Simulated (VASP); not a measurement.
## Hf: single point with PBEsol

The system is Hf.

```
CELL_PARAMETERS angstrom
0.00000 3.04385 3.04385
3.04385 0.00000 3.04385
3.04385 3.04385 0.00000
ATOMIC_POSITIONS crystal
Hf 0.71750 0.92750 0.92750
Hf 0.28250 0.07250 0.07250
```

This cell differs from its parent crystal: shortest bond scaled by 0.58.

```json
{
  "Program": "VASP 6.6.1",
  "Task": "single point",
  "Functional": "PBEsol",
  "Potentials or basis": "VASP PAW PBE potentials, release 64 (Hf_pv)",
  "Cutoff": "520 eV",
  "k mesh": "9 × 9 × 9",
  "Occupations": "fermi-dirac, width 0.05 eV",
  "Spin": "no spin polarisation"
}
```

The pressure is 153.0 GPa. The largest force is 113.993 eV/Å. The band gap on the k mesh is zero (band 10 reaches 2.17 eV, above the bottom of band 11 at 1.01 eV).

Forces in eV/Å, atoms in the order of the input:
```
Hf  -65.814  65.814  65.814
Hf   65.814 -65.814 -65.814
```

Stress tensor (GPa, compression positive):
```
 153.01 -166.21 -166.21
-166.21  153.01  166.21
-166.21  166.21  153.01
```

Levels at points of the mesh, in eV from the Fermi level:
```
           k point  band 6  band 7  band 8  band 9  band 10  band 11  band 12  band 13  band 14  band 15
(0.00, 0.00, 0.00)  -20.57   -4.39   -0.14   -0.14    -0.11    -0.11     1.88     4.91     5.19     5.19
```

It took 25 s on 1 thread of Intel(R) Xeon(R) 6975P-C (Granite Rapids) (shared host), peak memory 0.21 GiB.

Caveat: the cell differs from its parent crystal (shortest bond scaled by 0.58); the PAW data sets were made with another functional, which shifts forces and pressure a little; spin-orbit coupling is left out, which moves the levels of the heavy elements.
